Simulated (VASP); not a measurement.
Write the native input for VASP 6.6.1 that does the following.

- Task: single point
- Functional: r2SCAN
- Potentials or basis: VASP PAW PBE potentials, release 64 (Zn, S)
- Cutoff: 520 eV
- k mesh: 6 × 6 × 4
- Occupations: gaussian, width 0.05 eV
- Spin: no spin polarisation
- Dipole correction: no
- Further INCAR settings: ALGO = Normal; EDIFF = 1e-06; NBANDS = 26

Crystal: ZnS.

```
CELL_PARAMETERS angstrom
3.81100 0.00000 0.00000
-1.90550 3.30042 0.00000
0.00000 0.00000 6.23400
ATOMIC_POSITIONS crystal
Zn 0.33333 0.66667 0.00000
Zn 0.66667 0.33333 0.50000
S 0.33333 0.66667 0.33688
S 0.66667 0.33333 0.88500
```

This cell differs from its parent crystal: atom 3 (S) moved -0.300 Å along Cartesian [0 0 1].

One way to write it, as run:

POSCAR

```
ZnS
1.0
    3.8109987816      0.0000000000      0.0000000000
   -1.9054993908      3.3004217586      0.0000000000
    0.0000000000      0.0000000000      6.2340000000
Zn S
2 2
Direct
    0.3333333333      0.6666666667      0.0000000000
    0.6666666667      0.3333333333      0.5000000000
    0.3333333333      0.6666666667      0.3368768046
    0.6666666667      0.3333333333      0.8850000000
```

INCAR.step1

```
SYSTEM = ZnS
PREC     = Accurate       ! precision mode
ENCUT    = 520            ! plane-wave cutoff, eV
ISMEAR   = 0              ! smearing method
SIGMA    = 0.05           ! smearing width, eV
LREAL    = .False.        ! projectors in reciprocal space
LASPH    = .True.         ! aspherical terms in the spheres
NELM     = 60             ! most SCF steps
NBANDS   = 26             ! bands
GGA      = PE             ! functional
ALGO     = Normal         ! electronic algorithm
EDIFF    = 1E-4           ! SCF threshold, eV
LWAVE    = .True.         ! write WAVECAR
LCHARG   = .False.        ! write CHGCAR
```

INCAR.step2

```
SYSTEM = ZnS
PREC     = Accurate       ! precision mode
ENCUT    = 520            ! plane-wave cutoff, eV
EDIFF    = 1E-6           ! SCF threshold, eV
ISMEAR   = 0              ! smearing method
SIGMA    = 0.05           ! smearing width, eV
LREAL    = .False.        ! projectors in reciprocal space
LASPH    = .True.         ! aspherical terms in the spheres
NELM     = 60             ! most SCF steps
ALGO     = Normal         ! electronic algorithm
ISIF     = 2              ! what is computed and relaxed
LWAVE    = .False.        ! write WAVECAR
LCHARG   = .True.         ! write CHGCAR
METAGGA  = R2SCAN         ! meta-GGA
LMIXTAU  = .True.       
LELF     = .True.         ! ELF
LVHAR    = .True.       
NBANDS   = 26             ! bands
ISTART   = 1
```

KPOINTS

```
regular mesh
0
Gamma
  6 6 4
  0 0 0
```

Potentials or basis: VASP PAW PBE potentials, release 64 (Zn, S).

Run with:

```bash
$ cat potpaw_PBE.64/Zn/POTCAR potpaw_PBE.64/S/POTCAR > POTCAR
$ cp INCAR.step1 INCAR
$ mpirun -np 1 vasp_std > vasp.out
$ cp INCAR.step2 INCAR
$ mpirun -np 1 vasp_std > vasp.out
```

It gave:

The pressure is 1.7 GPa, the largest force is 3.571 eV/Å and the band gap on the k mesh is 2.60 eV.

Caveat: the cell differs from its parent crystal (atom 3 (S) moved -0.300 Å along Cartesian [0 0 1]); the PAW data sets were made with another functional, which shifts forces and pressure a little.

Wall time 77 s on 1 thread of Intel(R) Xeon(R) 6975P-C (Granite Rapids), on a shared host, peak memory 0.22 GiB.
